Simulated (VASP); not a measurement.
Wanted: the native input for a VASP 6.6.1 run.

```
Task                   : relaxation of cell and atoms
Functional             : LDA
Potentials or basis    : VASP PAW LDA potentials, release 64 (Ga_d, N)
Cutoff                 : 600 eV
k mesh                 : 9 × 9 × 6
Occupations            : gaussian, width 0.01 eV
Spin                   : no spin polarisation
Dipole correction      : no
Further INCAR settings : ALGO = Normal; EDIFF = 1e-06; IBRION = 2; EDIFFG = -0.002; NSW = 60; ISIF = 3
```

The structure of GaN lies in POSCAR:

```
GaN
1.0
    3.1890000000      0.0000000000      0.0000000000
   -1.5945000000      2.7617550127      0.0000000000
    0.0000000000      0.0000000000      5.1850000000
Ga N
2 2
Direct
    0.3333333333      0.6666666667      0.0000000000
    0.6666666667      0.3333333333      0.5000000000
    0.3333333333      0.6666666667      0.3770000000
    0.6666666667      0.3333333333      0.8770000000
```

These files were run (other wordings do the same):

INCAR

```
SYSTEM = GaN
  ALGO = Normal
  EDIFF = 1E-6
  EDIFFG = -0.002
  ENCUT = 600
  IBRION = 2
  ISIF = 3
  ISMEAR = 0
  LASPH = .TRUE.
  LCHARG = .FALSE.
  LREAL = .FALSE.
  LWAVE = .FALSE.
  NELM = 100
  NSW = 60
  PREC = Accurate
  SIGMA = 0.01
```

KPOINTS

```
k-points
0
G
  9 9 6
  0 0 0
```

Potentials or basis: VASP PAW LDA potentials, release 64 (Ga_d, N).

The run is started by

```bash
$ cat potpaw_LDA.64/Ga_d/POTCAR potpaw_LDA.64/N/POTCAR > POTCAR
$ mpirun -np 1 vasp_std > vasp.out
```

It gave:

```yaml
Relaxed_volume: 11.11 Å³/atom
Relaxed_cell: a = 3.157 Å, b = 3.157 Å, c = 5.146 Å, α = 90.00°, β = 90.00°, γ = 120.00°
Space_group_after_relaxing_to_0.1_Å: P6_3mc (No. 186)
Energy_gained_by_relaxing: 5.3 meV/atom
Ionic_steps: 18
Pressure_after_relaxing: 0.0 GPa
Band_gap_on_the_k_mesh: 2.11 eV
```

Wall time 9.5 min on 1 thread of Intel Xeon 8259CL (shared host), peak memory 0.2 GiB.
